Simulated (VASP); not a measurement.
# PbO2 (Fm-3m) in VASP: further runs, part 3 of 4

VASP 6.6.1. Earlier steps stand in the parts before.

### 4 Single point, PBEsol

This run uses another cell than the first one, of 12.61 Å³/atom, 1.064 times its volume.

INCAR

```
SYSTEM = PbO2
ALGO = Normal
EDIFF = 1E-7
ENCUT = 520
GGA = PS
ISIF = 2
ISMEAR = 0
LASPH = .True.
LCHARG = .False.
LREAL = .False.
LWAVE = .False.
NBANDS = 20
NELM = 100
PREC = Accurate
SIGMA = 0.1
```

KPOINTS

```
k-points
0
Gamma
  14 14 14
  0 0 0
```

POSCAR

```
PbO2
1.0
    0.0000000000      2.6642333984      2.6642333984
    2.6642333984      0.0000000000      2.6642333984
    2.6642333984      2.6642333984      0.0000000000
Pb O
1 2
Direct
    0.0000000000      0.0000000000      0.0000000000
    0.2500000000      0.2500000000      0.2500000000
    0.7500000000      0.7500000000      0.7500000000
```

Potentials or basis: VASP PAW PBE potentials, release 64 (Pb_d, O).

On the command line:

```console
$ cat potpaw_PBE.64/Pb_d/POTCAR potpaw_PBE.64/O/POTCAR > POTCAR
$ mpirun -np 1 vasp_std > vasp.out
```

OUTCAR:

```text
SYSTEM = PbO2
   EDIFF = 1E-7
   ENCUT = 520
   GGA = PS
   ISIF = 2
   ISMEAR = 0
   LASPH = .True.
   LREAL = .False.
   NELM = 100
   PREC = Accurate

 ion  position               nearest neighbor table
   1  0.000  0.000  0.000-   3 2.31   3 2.31   3 2.31   2 2.31   2 2.31   2 2.31   3 2.31   2 2.31

   2  0.250  0.250  0.250-   1 2.31   1 2.31   1 2.31   1 2.31
   3  0.750  0.750  0.750-   1 2.31   1 2.31   1 2.31   1 2.31

  LATTYP: Found a face centered cubic cell.
 ALAT       =     5.3284667968

  Lattice vectors:

 A1 = (   0.0000000000,   2.6642333984,   2.6642333984)
 A2 = (   2.6642333984,   0.0000000000,   2.6642333984)
 A3 = (   2.6642333984,   2.6642333984,   0.0000000000)

Analysis of symmetry for initial positions (statically):
=====================================================================
 Subroutine PRICEL returns:
 Original cell was already a primitive cell.

 Routine SETGRP: Setting up the symmetry group for a
 face centered cubic supercell.

 Subroutine GETGRP returns: Found 48 space group operations
 (whereof 48 operations were pure point group operations)
 out of a pool of 48 trial point group operations.

The static configuration has the point symmetry O_h .

Analysis of symmetry for dynamics (positions and initial velocities):
=====================================================================
 Subroutine PRICEL returns:
 Original cell was already a primitive cell.

 Routine SETGRP: Setting up the symmetry group for a
 face centered cubic supercell.

 Subroutine GETGRP returns: Found 48 space group operations
 (whereof 48 operations were pure point group operations)
 out of a pool of 48 trial point group operations.

The dynamic configuration has the point symmetry O_h .

 Subroutine INISYM returns: Found 48 space group operations
 (whereof 48 operations are pure point group operations),
 and found     1 'primitive' translations

----------------------------------------------------------------------------------------

                                     Primitive cell

  volume of cell :      37.8222

  direct lattice vectors                    reciprocal lattice vectors
     0.000000000  2.664233398  2.664233398    -0.187671245  0.187671245  0.187671245
     2.664233398  0.000000000  2.664233398     0.187671245 -0.187671245  0.187671245
     2.664233398  2.664233398  0.000000000     0.187671245  0.187671245 -0.187671245

  length of vectors
     3.767795005  3.767795005  3.767795005     0.325056132  0.325056132  0.325056132

  position of ions in fractional coordinates (direct lattice)
     0.000000000  0.000000000  0.000000000
     0.250000000  0.250000000  0.250000000
     0.750000000  0.750000000  0.750000000

  ion indices of the primitive-cell ions
   primitive index   ion index
                 1           1
                 2           2
                 3           3

----------------------------------------------------------------------------------------

 KPOINTS: k-points

Automatic generation of k-mesh.
 Grid dimensions read from file:
 generate k-points for:   14   14   14

 Generating k-lattice:

  Cartesian coordinates                     Fractional coordinates (reciprocal lattice)
    -0.013405089  0.013405089  0.013405089     0.071428571  0.000000000  0.000000000
     0.013405089 -0.013405089  0.013405089     0.000000000  0.071428571  0.000000000
     0.013405089  0.013405089 -0.013405089     0.000000000  0.000000000  0.071428571

  Length of vectors
     0.023218295  0.023218295  0.023218295

  Shift w.r.t. Gamma in fractional coordinates (k-lattice)
     0.000000000  0.000000000  0.000000000

 Subroutine IBZKPT returns following result:
 ===========================================

 Found    104 irreducible k-points:

 Following reciprocal coordinates:
            Coordinates               Weight
  0.000000  0.000000  0.000000      1.000000
  0.071429  0.000000  0.000000      8.000000
  0.142857  0.000000  0.000000      8.000000
  0.214286  0.000000  0.000000      8.000000
  0.285714  0.000000  0.000000      8.000000
  0.357143  0.000000  0.000000      8.000000
[... 16 lines left out ...]
  0.214286  0.142857  0.000000     24.000000
  0.285714  0.142857  0.000000     24.000000
 [... further k-points ...]
   k-points           NKPTS =    104   k-points in BZ     NKDIM =    104   number of bands    NBANDS=     20
   number of dos      NEDOS =    301   number of ions     NIONS =      3
   total plane-waves  NPLWV =  21952
   dimension x,y,z NGX =    28 NGY =   28 NGZ =   28
   dimension x,y,z NGXF=    56 NGYF=   56 NGZF=   56
   ions per type =               1   2
   NGX,Y,Z   is equivalent  to a cutoff of  12.35, 12.35, 12.35 a.u.
   NGXF,Y,Z  is equivalent  to a cutoff of  24.71, 24.71, 24.71 a.u.
 SYSTEM =  PbO2
   PREC   = accura    normal or accurate (medium, high low for compatibility)
   ISTART =      0    job   : 0-new  1-cont  2-samecut
   ICHARG =      2    charge: 1-file 2-atom 10-const
   ISPIN  =      1    spin polarized calculation?
   LNONCOLLINEAR =      F non collinear calculations
   LSORBIT =      F    spin-orbit coupling
   LASPH  =      T    aspherical Exc in radial PAW
   ENCUT  =  520.0 eV  38.22 Ry    6.18 a.u.   7.01  7.01  7.01*2*pi/ulx,y,z
   NELM   =    100;   NELMIN=  2; NELMDL= -5     # of ELM steps
   EDIFF  = 0.1E-06   stopping-criterion for ELM
   LREAL  =      F    real-space projection
   EDIFFG = 0.1E-05   stopping-criterion for IOM
   NSW    =      0    number of steps for IOM
   IBRION =     -1    ionic relax: 0-MD 1-quasi-New 2-CG
   NFREE  =      0    steps in history (QN), initial steepest desc. (CG)
   ISIF   =      2    stress and relaxation
   ISYM   =      2    0-nonsym 1-usesym 2-fastsym
   POTIM  = 0.5000    time-step for ionic-motion
   TEBEG  =    0.0;   TEEND  =   0.0 temperature during run
   PSTRESS=    0.0 pullay stress
   NELECT =      26.0000    total number of electrons
   NUPDOWN=      -1.0000    fix difference up-down
   EMIN   =  10.00;   EMAX   =-10.00  energy-range for DOS
   EFERMI =   0.00;   METHOD = LEGACY
   ISMEAR =     0;   SIGMA  =   0.10  broadening in eV -4-tet -1-fermi 0-gaus
   EFERMI_NEDOS =   21; number of points for ismear=-14 and -15
   IALGO  =     38    algorithm
   IMIX   =      4    mixing-type and parameters
     AMIX     =   0.40;   BMIX     =  1.00
     AMIX_MAG =   1.60;   BMIX_MAG =  1.00
  volume/ion in A,a.u.               =      12.61        85.08
  Fermi-wavevector in a.u.,A,eV,Ry     =   1.444831  2.730334 28.402655  2.087536
  Thomas-Fermi vector in A             =   2.563081
   LORBIT       =      0    0 simple, 1 ext, 2 COOP (PROOUT), +10 PAW based schemes
   GGA     = PS    functional components
   LHFCALC =     F    Hartree Fock is set to
   AEXX    =    0.0000 exact exchange contribution
   IVDW    =     0    specifies the selected vdW correction
   LEPSILON=     F    determine dielectric tensor
   LRPA    =     F    only Hartree local field effects (RPA)
 non-spin polarized calculation
 Gauss-broadening in eV      SIGMA  =   0.10
  energy-cutoff  :      520.00
  volume of cell :       37.82
 maximum number of plane-waves:      1034
   NGX = 13   NGY = 13   NGZ = 13

 number of electron      26.0000016 magnetization

 Free energy of the ion-electron system (eV)
  ---------------------------------------------------
  ext. energy  EPLUGINS =         0.00000000
  ---------------------------------------------------
  free energy    TOTEN  =       -16.79463261 eV

  energy without entropy =      -16.79187770  energy(sigma->0) =      -16.79325515

 E-fermi :   6.0462     XC(G=0): -11.6512

 val. band max:        6.0156595331   @ k =  -0.3571   0.5000   0.1429
 cond. band min:       6.0566862878   @ k =  -0.2857   0.5000   0.2143
 fundamental gap:      0.0410267547
 Fermi energy:         6.0462343354

 k-point     1 :       0.0000    0.0000    0.0000
  band No.  band energies     occupation
      1     -12.7805      2.00000
      2      -9.6506      2.00000
      3      -9.6506      2.00000
      4      -9.6506      2.00000
      5      -9.6220      2.00000
      6      -9.3560      2.00000
[... 12 lines left out ...]
     19      21.6616      0.00000
[... 513 lines left out ...]
      4      -9.5193      2.00000
      5      -9.3854      2.00000
      6      -9.3238      2.00000
[... 12 lines left out ...]
     19      21.7167      0.00000
     20      22.7098      0.00000

 [... further k-points ...]

------------------------ aborting loop because EDIFF is reached ----------------------------------------

  FORCE on cell =-STRESS in cart. coord.  units (eV):
  Direction    XX          YY          ZZ          XY          YZ          ZX
  --------------------------------------------------------------------------------------
  -------------------------------------------------------------------------------------
  Total        0.0660294      0.0660294      0.0660294      0.0000000     -0.0000000      0.0000000
  in kB        2.7970576      2.7970576      2.7970576      0.0000000     -0.0000000      0.0000000
  external PRESSURE =       2.7970576 kB  Pullay stress =       0.0000000 kB

 VOLUME and BASIS-vectors are now :
 -----------------------------------------------------------------------------
  energy-cutoff  :      520.00
  volume of cell :       37.82
      direct lattice vectors                 reciprocal lattice vectors
     0.000000000  2.664233398  2.664233398    -0.187671245  0.187671245  0.187671245
     2.664233398  0.000000000  2.664233398     0.187671245 -0.187671245  0.187671245
     2.664233398  2.664233398  0.000000000     0.187671245  0.187671245 -0.187671245

 POSITION                                       TOTAL-FORCE (eV/Angst)
 -----------------------------------------------------------------------------------
      0.00000      0.00000      0.00000         0.000000      0.000000     -0.000000
      1.33212      1.33212      1.33212        -0.000000      0.000000      0.000000
      3.99635      3.99635      3.99635        -0.000000     -0.000000     -0.000000
 -----------------------------------------------------------------------------------
    total drift:                                0.000000     -0.000000      0.000000

  FREE ENERGIE OF THE ION-ELECTRON SYSTEM (eV)
  ---------------------------------------------------
  free  energy   TOTEN  =       -16.7946326092 eV

  energy  without entropy=      -16.7918776988  energy(sigma->0) =      -16.79325515
```

Wall time 33 s (1 thread of Intel Xeon 6975P-C (Granite Rapids), shared host); peak memory 0.2 GiB.

What came out:

| Quantity | Value |
| --- | --- |
| Free energy | -16.7946 eV |
| Pressure | 0.3 GPa |
| Band gap on the k mesh | zero (band 13 reaches 6.06 eV, above the bottom of band 14 at 4.74 eV) |

Caveat: the PAW data sets were made with another functional, which shifts forces and pressure a little; spin-orbit coupling is left out, which moves the levels of the heavy elements.

### 5 Single point, PBEsol

This run uses another cell than the first one, of 12.61 Å³/atom, 1.064 times its volume.

INCAR

```
PREC = Accurate ; ENCUT = 520
EDIFF = 1E-6 ; ISMEAR = 0
SIGMA = 0.1 ; LREAL = F
LASPH = T ; NELM = 80
ALGO = Normal ; ISIF = 2
LWAVE = F ; LCHARG = F
GGA = PS ; NBANDS = 20
```

KPOINTS

```
Automatic mesh
0
Gamma
  14 14 14
```

POSCAR is that of step 4.

Potentials or basis: VASP PAW PBE potentials, release 64 (Pb_d, O).

On the command line:

```console
$ cat potpaw_PBE.64/Pb_d/POTCAR potpaw_PBE.64/O/POTCAR > POTCAR
$ mpirun -np 1 vasp_std > vasp.out
```

OUTCAR:

```text
PREC = Accurate
   ENCUT = 520
   EDIFF = 1E-6
   ISMEAR = 0
   LREAL = F
   LASPH = T
   NELM = 80
   ISIF = 2
   GGA = PS

 ion  position               nearest neighbor table
   1  0.000  0.000  0.000-   3 2.31   3 2.31   3 2.31   2 2.31   2 2.31   2 2.31   3 2.31   2 2.31

   2  0.250  0.250  0.250-   1 2.31   1 2.31   1 2.31   1 2.31
   3  0.750  0.750  0.750-   1 2.31   1 2.31   1 2.31   1 2.31

  LATTYP: Found a face centered cubic cell.
 ALAT       =     5.3284667968

  Lattice vectors:

 A1 = (   0.0000000000,   2.6642333984,   2.6642333984)
 A2 = (   2.6642333984,   0.0000000000,   2.6642333984)
 A3 = (   2.6642333984,   2.6642333984,   0.0000000000)

Analysis of symmetry for initial positions (statically):
=====================================================================
 Subroutine PRICEL returns:
 Original cell was already a primitive cell.

 Routine SETGRP: Setting up the symmetry group for a
 face centered cubic supercell.

 Subroutine GETGRP returns: Found 48 space group operations
[... 163 lines left out ...]
  free energy    TOTEN  =       -16.79463260 eV

  energy without entropy =      -16.79187732  energy(sigma->0) =      -16.79325496

 E-fermi :   6.0463     XC(G=0): -11.6513

 val. band max:        6.0157573458   @ k =  -0.3571   0.5000   0.1429
 cond. band min:       6.0567842122   @ k =  -0.2857   0.5000   0.2143
 fundamental gap:      0.0410268664
 Fermi energy:         6.0463238590

 k-point     1 :       0.0000    0.0000    0.0000
  band No.  band energies     occupation
      1     -12.7804      2.00000
      2      -9.6508      2.00000
      3      -9.6508      2.00000
      4      -9.6508      2.00000
      5      -9.6219      2.00000
      6      -9.3562      2.00000
[... 541 lines left out ...]
     19      21.7167      0.00000
     20      22.7095      0.00000

 [... further k-points ...]

------------------------ aborting loop because EDIFF is reached ----------------------------------------

  FORCE on cell =-STRESS in cart. coord.  units (eV):
  Direction    XX          YY          ZZ          XY          YZ          ZX
  --------------------------------------------------------------------------------------
  -------------------------------------------------------------------------------------
  Total        0.0644072      0.0644072      0.0644072     -0.0000000     -0.0000000      0.0000000
  in kB        2.7283369      2.7283369      2.7283369     -0.0000000     -0.0000000      0.0000000
  external PRESSURE =       2.7283369 kB  Pullay stress =       0.0000000 kB

 VOLUME and BASIS-vectors are now :
 -----------------------------------------------------------------------------
  energy-cutoff  :      520.00
  volume of cell :       37.82
      direct lattice vectors                 reciprocal lattice vectors
     0.000000000  2.664233398  2.664233398    -0.187671245  0.187671245  0.187671245
     2.664233398  0.000000000  2.664233398     0.187671245 -0.187671245  0.187671245
     2.664233398  2.664233398  0.000000000     0.187671245  0.187671245 -0.187671245

 POSITION                                       TOTAL-FORCE (eV/Angst)
 -----------------------------------------------------------------------------------
      0.00000      0.00000      0.00000        -0.000000     -0.000000     -0.000000
      1.33212      1.33212      1.33212        -0.000000     -0.000000     -0.000000
      3.99635      3.99635      3.99635         0.000000      0.000000      0.000000
 -----------------------------------------------------------------------------------
    total drift:                                0.000000     -0.000000      0.000000

  FREE ENERGIE OF THE ION-ELECTRON SYSTEM (eV)
  ---------------------------------------------------
  free  energy   TOTEN  =       -16.7946325959 eV

  energy  without entropy=      -16.7918773203  energy(sigma->0) =      -16.79325496
```

OSZICAR:

```text
N       E                     dE             d eps       ncg     rms          rms(c)
DAV:   1     0.264450207268E+03    0.26445E+03   -0.13708E+04  4212   0.160E+03
DAV:   2     0.465544867824E+01   -0.25979E+03   -0.24738E+03  4524   0.428E+02
DAV:   3    -0.185610131931E+02   -0.23216E+02   -0.22714E+02  4916   0.132E+02
DAV:   4    -0.192213811938E+02   -0.66037E+00   -0.65964E+00  4668   0.223E+01
DAV:   5    -0.192409315519E+02   -0.19550E-01   -0.19548E-01  5588   0.406E+00    0.885E+00
DAV:   6    -0.168325344207E+02    0.24084E+01   -0.94404E+00  6256   0.405E+01    0.284E+00
DAV:   7    -0.168142400426E+02    0.18294E-01   -0.48311E-01  4576   0.698E+00    0.167E+00
DAV:   8    -0.168025325897E+02    0.11707E-01   -0.14480E-01  4612   0.363E+00    0.745E-01
DAV:   9    -0.167941508818E+02    0.83817E-02   -0.23706E-02  5864   0.180E+00    0.135E-01
DAV:  10    -0.167946129810E+02   -0.46210E-03   -0.33384E-03  4452   0.414E-01    0.551E-02
DAV:  11    -0.167946339439E+02   -0.20963E-04   -0.82231E-05  4940   0.710E-02    0.277E-02
DAV:  12    -0.167946329509E+02    0.99308E-06   -0.28971E-05  4792   0.411E-02    0.751E-03
DAV:  13    -0.167946325959E+02    0.35500E-06   -0.26022E-06  4112   0.124E-02
   1 F= -.16794633E+02 E0= -.16793255E+02  d E =-.275528E-02
```

It took 30 s on 1 thread of Intel Xeon 6975P-C (Granite Rapids), shared host; peak memory 0.2 GiB.

Results:

```yaml
Free_energy: -16.7946 eV
Pressure: 0.3 GPa
Band_gap_on_the_k_mesh: zero (band 13 reaches 6.06 eV, above the bottom of band 14 at 4.74 eV)
```

Caveat: the PAW data sets were made with another functional, which shifts forces and pressure a little; spin-orbit coupling is left out, which moves the levels of the heavy elements.

(Part 3 of 4 ends here.)
